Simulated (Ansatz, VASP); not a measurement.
## F: VASP beside Ansatz

```
F
1.0
     3.12104   -1.84878    0.01077
     3.12104    1.84878    0.01077
    -1.71393    0.00000    8.65241
F
4
Direct
  0.01840 0.52722 0.08261
  0.47278 0.98160 0.41739
  0.98160 0.47278 0.91739
  0.52722 0.01840 0.58261
```

Alike in both runs: task single point; functional BLYP; k mesh 9 × 9 × 4; occupations fermi-dirac, width 0.05 eV; no spin polarisation.

```csv
,VASP,Ansatz
version,VASP 6.6.1,Ansatz 0.2.0
potentials or method,"VASP PAW PBE potentials, release 64 (F), cutoff 520 eV","plane waves (420 eV) with PAW, scalar-relativistic"
valence electrons in the cell,28,28
```

```csv
,VASP,Ansatz,Ansatz less VASP
gap on the k mesh at the Fermi level (eV),2.94,3.00,+0.065
pressure (GPa),0.3,0.1,-0.22
"traceless stress, the component that is largest in VASP (GPa)",1.18,-0.20,-1.383
```

VASP's potentials were made for PBE, not for BLYP.
